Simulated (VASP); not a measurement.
A run of VASP 6.6.1 is set up as follows.

The input INCAR:

```
PREC = Accurate ; ENCUT = 520
EDIFF = 1E-6 ; ISMEAR = -1
SIGMA = 0.1 ; LREAL = F
LASPH = T ; NELM = 100
ALGO = Normal ; ISIF = 2
LWAVE = F ; LCHARG = F
GGA = PS ; NBANDS = 18
```

File KPOINTS:

```
regular mesh
0
Gamma
  5 5 5
```

File POSCAR:

```
YZn
1.0
    3.5211665492      0.0000000000      0.0000000000
    0.0000000000      3.5211665492      0.0000000000
    0.0000000000      0.0000000000      3.5211665492
Y Zn
1 1
Direct
    0.0000000000      0.0000000000      0.0000000000
    0.5000000000      0.5000000000      0.5000000000
```

Potentials or basis: VASP PAW PBE potentials, release 64 (Y_sv, Zn).

Run with:

```sh
$ cat potpaw_PBE.64/Y_sv/POTCAR potpaw_PBE.64/Zn/POTCAR > POTCAR
$ mpirun -np 1 vasp_std > vasp.out
```

What does it give for the pressure?

0.0 GPa.

Caveat: the PAW data sets were made with another functional, which shifts forces and pressure a little.
